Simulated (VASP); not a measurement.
# PbSe in VASP: further runs

Aim: see how the results for PbSe move with the level of theory and the settings. Levels: PBE, r2SCAN. Tasks: single point.

Everything below comes from runs of VASP 6.6.1. Logs are shortened: lines on timing, memory, paths and dates and some standing lists are left out, and cuts for length are marked.

## (1) The cell of the first run

The structure is tetragonal, space group I4/mmm (No. 139). Conventional cell: a = 4.210 Å, b = 4.210 Å, c = 6.223 Å, α = 90.00°, β = 90.00°, γ = 90.00°. Pb (site symmetry 4/mmm) has 6 Se at 2.98 to 3.11 Å within 3.9 Å. Within 3.9 Å of Se (site symmetry 4/mmm) lie 6 Pb at 2.98 to 3.11 Å.

## (2) Single point, PBE (epitaxial xy strain -3.6%)

Contents of INCAR:

```
SYSTEM = PbSe
ALGO = Normal
EDIFF = 1E-7
ENCUT = 520
GGA = PE
ISIF = 2
ISMEAR = -1
LASPH = .True.
LCHARG = .False.
LREAL = .False.
LWAVE = .False.
NBANDS = 17
NELM = 60
PREC = Accurate
SIGMA = 0.02
```

Contents of KPOINTS:

```
k-points
0
Gamma
  8 8 8
  0 0 0
```

Contents of POSCAR:

```
PbSe
1.0
    0.0000000000      2.9772000700      3.1113206418
    2.9772000700      0.0000000000      3.1113206418
    2.9772000700      2.9772000700      0.0000000000
Pb Se
1 1
Direct
    0.0000000000      0.0000000000      0.0000000000
    0.5000000000      0.5000000000      0.5000000000
```

Potentials or basis: VASP PAW PBE potentials, release 64 (Pb_d, Se).

On the command line:

```bash
> cat potpaw_PBE.64/Pb_d/POTCAR potpaw_PBE.64/Se/POTCAR > POTCAR
> mpirun -np 1 vasp_std > vasp.out
```

OUTCAR:

```text
SYSTEM = PbSe
   EDIFF = 1E-7
   ENCUT = 520
   GGA = PE
   ISIF = 2
   ISMEAR = -1
   LASPH = .True.
   LREAL = .False.
   NELM = 60
   PREC = Accurate

 ion  position               nearest neighbor table
   1  0.000  0.000  0.000-   2 2.98   2 2.98   2 2.98   2 2.98   2 3.11   2 3.11
   2  0.500  0.500  0.500-   1 2.98   1 2.98   1 2.98   1 2.98   1 3.11   1 3.11

  LATTYP: Found a body centered tetragonal cell.
 ALAT       =     4.2103967169
 C/A-ratio  =     1.4779227949

  Lattice vectors:

 A1 = (  -2.9772000700,   0.0000000000,   3.1113206418)
 A2 = (   2.9772000700,   0.0000000000,   3.1113206418)
 A3 = (   0.0000000000,   2.9772000700,  -3.1113206418)

Analysis of symmetry for initial positions (statically):
=====================================================================
 Subroutine PRICEL returns:
 Original cell was already a primitive cell.

 Routine SETGRP: Setting up the symmetry group for a
 body centered tetragonal supercell.

 Subroutine GETGRP returns: Found 16 space group operations
 (whereof 16 operations were pure point group operations)
 out of a pool of 16 trial point group operations.

The static configuration has the point symmetry D_4h.

Analysis of symmetry for dynamics (positions and initial velocities):
=====================================================================
 Subroutine PRICEL returns:
 Original cell was already a primitive cell.

 Routine SETGRP: Setting up the symmetry group for a
 body centered tetragonal supercell.

 Subroutine GETGRP returns: Found 16 space group operations
 (whereof 16 operations were pure point group operations)
 out of a pool of 16 trial point group operations.

The dynamic configuration has the point symmetry D_4h.

 Subroutine INISYM returns: Found 16 space group operations
 (whereof 16 operations are pure point group operations),
 and found     1 'primitive' translations

----------------------------------------------------------------------------------------

                                     Primitive cell

  volume of cell :      55.1558

  direct lattice vectors                    reciprocal lattice vectors
     0.000000000  2.977200070  3.111320642    -0.167943030  0.167943030  0.160703462
     2.977200070  0.000000000  3.111320642     0.167943030 -0.167943030  0.160703462
     2.977200070  2.977200070  0.000000000     0.167943030  0.167943030 -0.160703462

  length of vectors
     4.306278718  4.306278718  4.210396717     0.286767023  0.286767023  0.286767023

  position of ions in fractional coordinates (direct lattice)
     0.000000000  0.000000000  0.000000000
     0.500000000  0.500000000  0.500000000

  ion indices of the primitive-cell ions
   primitive index   ion index
                 1           1
                 2           2

----------------------------------------------------------------------------------------

 KPOINTS: k-points

Automatic generation of k-mesh.
 Grid dimensions read from file:
 generate k-points for:    8    8    8

 Generating k-lattice:

  Cartesian coordinates                     Fractional coordinates (reciprocal lattice)
    -0.020992879  0.020992879  0.020087933     0.125000000  0.000000000  0.000000000
     0.020992879 -0.020992879  0.020087933     0.000000000  0.125000000  0.000000000
     0.020992879  0.020992879 -0.020087933    -0.000000000 -0.000000000  0.125000000

  Length of vectors
     0.035845878  0.035845878  0.035845878

  Shift w.r.t. Gamma in fractional coordinates (k-lattice)
     0.000000000  0.000000000  0.000000000

 Subroutine IBZKPT returns following result:
 ===========================================

 Found     59 irreducible k-points:

 Following reciprocal coordinates:
            Coordinates               Weight
  0.000000  0.000000  0.000000      1.000000
  0.125000  0.000000  0.000000      8.000000
  0.250000  0.000000  0.000000      8.000000
  0.375000  0.000000  0.000000      8.000000
  0.500000  0.000000  0.000000      4.000000
  0.125000  0.125000  0.000000      2.000000
[... 16 lines left out ...]
  0.250000  0.000000  0.125000     16.000000
  0.375000  0.000000  0.125000     16.000000
 [... further k-points ...]
   k-points           NKPTS =     59   k-points in BZ     NKDIM =     59   number of bands    NBANDS=     17
   number of dos      NEDOS =    301   number of ions     NIONS =      2
   total plane-waves  NPLWV =  32768
   dimension x,y,z NGX =    32 NGY =   32 NGZ =   32
   dimension x,y,z NGXF=    64 NGYF=   64 NGZF=   64
   ions per type =               1   1
   NGX,Y,Z   is equivalent  to a cutoff of  12.35, 12.35, 12.64 a.u.
   NGXF,Y,Z  is equivalent  to a cutoff of  24.71, 24.71, 25.27 a.u.
 SYSTEM =  PbSe
   PREC   = accura    normal or accurate (medium, high low for compatibility)
   ISTART =      0    job   : 0-new  1-cont  2-samecut
   ICHARG =      2    charge: 1-file 2-atom 10-const
   ISPIN  =      1    spin polarized calculation?
   LNONCOLLINEAR =      F non collinear calculations
   LSORBIT =      F    spin-orbit coupling
   LASPH  =      T    aspherical Exc in radial PAW
   ENCUT  =  520.0 eV  38.22 Ry    6.18 a.u.   8.01  8.01  7.83*2*pi/ulx,y,z
   NELM   =     60;   NELMIN=  2; NELMDL= -5     # of ELM steps
   EDIFF  = 0.1E-06   stopping-criterion for ELM
   LREAL  =      F    real-space projection
   EDIFFG = 0.1E-05   stopping-criterion for IOM
   NSW    =      0    number of steps for IOM
   IBRION =     -1    ionic relax: 0-MD 1-quasi-New 2-CG
   NFREE  =      0    steps in history (QN), initial steepest desc. (CG)
   ISIF   =      2    stress and relaxation
   ISYM   =      2    0-nonsym 1-usesym 2-fastsym
   POTIM  = 0.5000    time-step for ionic-motion
   TEBEG  =    0.0;   TEEND  =   0.0 temperature during run
   PSTRESS=    0.0 pullay stress
   NELECT =      20.0000    total number of electrons
   NUPDOWN=      -1.0000    fix difference up-down
   EMIN   =  10.00;   EMAX   =-10.00  energy-range for DOS
   EFERMI =   0.00;   METHOD = LEGACY
   ISMEAR =    -1;   SIGMA  =   0.02  broadening in eV -4-tet -1-fermi 0-gaus
   EFERMI_NEDOS =   21; number of points for ismear=-14 and -15
   IALGO  =     38    algorithm
   IMIX   =      4    mixing-type and parameters
     AMIX     =   0.40;   BMIX     =  1.00
     AMIX_MAG =   1.60;   BMIX_MAG =  1.00
  volume/ion in A,a.u.               =      27.58       186.10
  Fermi-wavevector in a.u.,A,eV,Ry     =   1.167404  2.206074 18.542461  1.362832
  Thomas-Fermi vector in A             =   2.303905
   LORBIT       =      0    0 simple, 1 ext, 2 COOP (PROOUT), +10 PAW based schemes
   GGA     = PE    functional components
[... 5 lines left out ...]
 non-spin polarized calculation
  energy-cutoff  :      520.00
  volume of cell :       55.16
 maximum number of plane-waves:      1504
   NGX = 15   NGY = 15   NGZ = 15

 number of electron      20.0000003 magnetization

 Free energy of the ion-electron system (eV)
  ---------------------------------------------------
  ext. energy  EPLUGINS =         0.00000000
  ---------------------------------------------------
  free energy    TOTEN  =        -8.09646548 eV

  energy without entropy =       -8.09628958  energy(sigma->0) =       -8.09637753

 E-fermi :   5.6920     XC(G=0):  -9.7083

 val. band max:        5.6434615685   @ k =   0.5000   0.0000   0.0000
 cond. band min:       5.7405611913   @ k =   0.5000   0.0000   0.0000
 fundamental gap:      0.0970996228
 Fermi energy:         5.6920113796

 k-point     1 :       0.0000    0.0000    0.0000
  band No.  band energies     occupation
      1     -11.3598      2.00000
      2     -11.3475      2.00000
      3     -11.3475      2.00000
      4     -11.3383      2.00000
      5     -11.3309      2.00000
      6      -8.3801      2.00000
[... 9 lines left out ...]
     16      12.0896      0.00000
     17      13.5361      0.00000

 k-point     2 :       0.1250    0.0000    0.0000
  band No.  band energies     occupation
      1     -11.3615      2.00000
      2     -11.3464      2.00000
      3     -11.3449      2.00000
      4     -11.3338      2.00000
      5     -11.3336      2.00000
      6      -8.2536      2.00000
[... 9 lines left out ...]
     16      12.4243      0.00000
     17      14.5104      0.00000

 k-point     3 :       0.2500    0.0000    0.0000
  band No.  band energies     occupation
      1     -11.3685      2.00000
      2     -11.3513      2.00000
      3     -11.3449      2.00000
      4     -11.3276      2.00000
      5     -11.3197      2.00000
      6      -7.9040      2.00000
[... 9 lines left out ...]
     16      13.2543      0.00000
     17      16.4440      0.00000

 k-point     4 :       0.3750    0.0000    0.0000
  band No.  band energies     occupation
      1     -11.3764      2.00000
      2     -11.3626      2.00000
      3     -11.3441      2.00000
      4     -11.3166      2.00000
      5     -11.3042      2.00000
      6      -7.4559      2.00000
[... 9 lines left out ...]
     16      14.6248      0.00000
     17      17.1379      0.00000

 k-point     5 :       0.5000    0.0000    0.0000
  band No.  band energies     occupation
      1     -11.3798      2.00000
      2     -11.3674      2.00000
      3     -11.3439      2.00000
      4     -11.3119      2.00000
      5     -11.2977      2.00000
      6      -7.2192      2.00000
[... 9 lines left out ...]
     16      15.6572      0.00000
     17      16.0150      0.00000

 k-point     6 :       0.1250    0.1250    0.0000
  band No.  band energies     occupation
      1     -11.3740      2.00000
      2     -11.3411      2.00000
      3     -11.3408      2.00000
      4     -11.3408      2.00000
      5     -11.3283      2.00000
      6      -8.2203      2.00000
[... 9 lines left out ...]
     16      13.0655      0.00000
     17      14.9299      0.00000

 k-point     7 :       0.2500    0.1250    0.0000
  band No.  band energies     occupation
      1     -11.3880      2.00000
      2     -11.3412      2.00000
      3     -11.3392      2.00000
      4     -11.3325      2.00000
      5     -11.3234      2.00000
      6      -7.9517      2.00000
[... 9 lines left out ...]
     16      13.8945      0.00000
     17      16.2832      0.00000

 k-point     8 :       0.3750    0.1250    0.0000
  band No.  band energies     occupation
      1     -11.3962      2.00000
      2     -11.3489      2.00000
      3     -11.3390      2.00000
      4     -11.3208      2.00000
      5     -11.3139      2.00000
      6      -7.5326      2.00000
[... 9 lines left out ...]
     16      15.0309      0.00000
     17      17.2031      0.00000
[... 203 lines left out ...]
      1     -11.4828      2.00000
      2     -11.3506      2.00000
      3     -11.3199      2.00000
      4     -11.3062      2.00000
      5     -11.3029      2.00000
      6      -6.9938      2.00000
[... 9 lines left out ...]
     16      17.2022      0.00000
     17      17.4298      0.00000

 k-point    20 :      -0.3750    0.3750    0.0000
  band No.  band energies     occupation
      1     -11.4583      2.00000
      2     -11.3361      2.00000
      3     -11.3330      2.00000
      4     -11.3156      2.00000
      5     -11.3065      2.00000
      6      -6.8995      2.00000
[... 9 lines left out ...]
     16      16.0428      0.00000
     17      17.3537      0.00000

 k-point    21 :       0.5000    0.5000    0.0000
  band No.  band energies     occupation
      1     -11.5017      2.00000
      2     -11.3570      2.00000
      3     -11.3128      2.00000
      4     -11.3002      2.00000
      5     -11.3002      2.00000
      6      -6.9463      2.00000
[... 9 lines left out ...]
     16      17.6550      0.00000
     17      18.3340      0.00000

 k-point    22 :       0.1250    0.0000    0.1250
  band No.  band energies     occupation
      1     -11.3573      2.00000
      2     -11.3508      2.00000
      3     -11.3414      2.00000
      4     -11.3407      2.00000
      5     -11.3294      2.00000
      6      -8.2030      2.00000
[... 9 lines left out ...]
     16      13.1489      0.00000
     17      13.7782      0.00000

 k-point    23 :       0.2500    0.0000    0.1250
  band No.  band energies     occupation
      1     -11.3667      2.00000
      2     -11.3515      2.00000
      3     -11.3507      2.00000
      4     -11.3319      2.00000
      5     -11.3166      2.00000
      6      -7.9143      2.00000
[... 9 lines left out ...]
     16      13.9788      0.00000
     17      15.0833      0.00000

 k-point    24 :       0.3750    0.0000    0.1250
  band No.  band energies     occupation
      1     -11.3817      2.00000
      2     -11.3606      2.00000
      3     -11.3474      2.00000
      4     -11.3230      2.00000
      5     -11.3021      2.00000
      6      -7.4811      2.00000
[... 9 lines left out ...]
     16      15.2269      0.00000
     17      16.7091      0.00000

 [... further k-points ...]

------------------------ aborting loop because EDIFF is reached ----------------------------------------

  FORCE on cell =-STRESS in cart. coord.  units (eV):
  Direction    XX          YY          ZZ          XY          YZ          ZX
  --------------------------------------------------------------------------------------
  -------------------------------------------------------------------------------------
  Total        2.4848682      2.4848682      0.3322829      0.0000000      0.0000000      0.0000000
  in kB       72.1810404     72.1810404      9.6522330      0.0000000      0.0000000      0.0000000
  external PRESSURE =      51.3381046 kB  Pullay stress =       0.0000000 kB

 VOLUME and BASIS-vectors are now :
 -----------------------------------------------------------------------------
  energy-cutoff  :      520.00
  volume of cell :       55.16
      direct lattice vectors                 reciprocal lattice vectors
     0.000000000  2.977200070  3.111320642    -0.167943030  0.167943030  0.160703462
     2.977200070  0.000000000  3.111320642     0.167943030 -0.167943030  0.160703462
     2.977200070  2.977200070  0.000000000     0.167943030  0.167943030 -0.160703462

 POSITION                                       TOTAL-FORCE (eV/Angst)
 -----------------------------------------------------------------------------------
      0.00000      0.00000      0.00000         0.000000     -0.000000     -0.000000
      2.97720      2.97720      3.11132        -0.000000      0.000000      0.000000
 -----------------------------------------------------------------------------------
    total drift:                                0.000000     -0.000000     -0.000000

  FREE ENERGIE OF THE ION-ELECTRON SYSTEM (eV)
  ---------------------------------------------------
  free  energy   TOTEN  =        -8.0964654830 eV

  energy  without entropy=       -8.0962895777  energy(sigma->0) =       -8.09637753
```

Run time: 31 s. Hardware: 1 thread of Intel Xeon 6975P-C, shared host; peak memory 0.21 GiB.

What came out:

| Quantity | Value |
| --- | --- |
| Free energy | -8.0965 eV |
| Pressure | 5.1 GPa |
| Band gap on the k mesh | 0.10 eV, direct |

Levels at points of the mesh, in eV from the valence-band top:
| k point | band 7 | band 8 | band 9 | band 10 | band 11 | band 12 | band 13 | band 14 |
| --- | --- | --- | --- | --- | --- | --- | --- | --- |
| (0.00, 0.00, 0.00) | -6.31 | -2.28 | -2.28 | -1.90 | 4.06 | 5.08 | 5.08 | 6.18 |
| (0.50, 0.00, 0.00) | -9.13 | -1.78 | -1.64 | 0.00 | 0.10 | 1.43 | 1.66 | 8.50 |
| (0.50, 0.50, 0.00) | -7.37 | -5.35 | -3.51 | -3.51 | 3.56 | 5.77 | 5.85 | 5.85 |
| (0.50, 0.00, 0.50) | -7.60 | -5.44 | -3.84 | -3.37 | 3.39 | 5.09 | 6.14 | 6.32 |

Caveat: the cell differs from its parent crystal (epitaxial xy strain -3.6%); spin-orbit coupling is left out, which moves the levels of the heavy elements.

[end of part 1 of 2]
